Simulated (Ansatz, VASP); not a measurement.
MnHg in VASP and in Ansatz

File INCAR:

```
SYSTEM = MnHg
PREC = Accurate
ENCUT = 520
EDIFF = 1E-7
ISMEAR = 0
SIGMA = 0.15
LREAL = .FALSE.
LASPH = .TRUE.
NELM = 150
ALGO = Normal
ISIF = 2
LWAVE = .FALSE.
LCHARG = .TRUE.
ISPIN = 2
MAGMOM = 4.21 0
LORBIT = 11
LMAXMIX = 4
GGA = PS
LELF = .TRUE.
LVHAR = .TRUE.
NBANDS = 24
```

Contents of KPOINTS:

```
regular mesh
0
G
  14 14 14
  0 0 0
```

POSCAR

```
MnHg
1.0
    3.1893600000      0.0000000000      0.0000000000
    0.0000000000      3.1893600000      0.0000000000
    0.0000000000      0.0000000000      3.3130000000
Mn Hg
1 1
Direct
    0.5000000000      0.5000000000      0.5000000000
    0.0000000000      0.0000000000      0.0000000000
```

Input for Ansatz:

```yaml
crystal:
  lattice:
    - [3.18936, 0.0, 0.0]
    - [0.0, 3.18936, 0.0]
    - [0.0, 0.0, 3.313]
  atoms:
    - { symbol: Mn, position: [0.5, 0.5, 0.5], spin: 4.21 }
    - { symbol: Hg, position: [0.0, 0.0, 0.0] }
basis:
  ecutwfc: 420
kpoints:
  mp_grid: { grid: [14, 14, 14] }
hamiltonian:
  xc: pbesol
scf:
  occupations: { method: gaussian, width: 0.15 }
output:
  forces: true
  stress: true
  eigenvalues: true
  populations: true
magnetization:
  spin_polarized: true
```

Change from the starting cell: strain -0.030 along x and y, +0.000 along z, atoms carried along.

Alike in both runs: task single point; functional PBEsol; k mesh 14 × 14 × 14; occupations gaussian, width 0.15 eV; collinear spin.

|  | VASP | Ansatz |
| --- | --- | --- |
| version | VASP 6.6.1 | Ansatz 0.2.0 |
| potentials or method | VASP PAW PBE potentials, release 64 (Mn_pv, Hg), cutoff 520 eV | scalar-relativistic, plane waves, PAW |
| valence electrons in the cell | 25 | 35 |

```tsv
	VASP	Ansatz	Ansatz less VASP
gap on the k mesh at the Fermi level (eV)	none	none	-
pressure (GPa)	1.7	0.9	-0.82
traceless stress, the component that is largest in VASP (GPa)	-0.12	-0.10	+0.026
net moment per atom (μB)	1.85	1.84	-0.005
size of the moment on the site where the two differ most (μB)	0.06	0.02	-0.036
```

VASP's potentials were made for PBE, not for PBEsol. Site moments also hang on the region over which each program counts them. A gap of «none» marks a metal or a gap that the smearing closes. VASP's potentials hold 25 valence electrons a cell and Ansatz's 35, so a difference there can come from the potentials and not from the codes.

Neither program's run includes spin-orbit coupling.
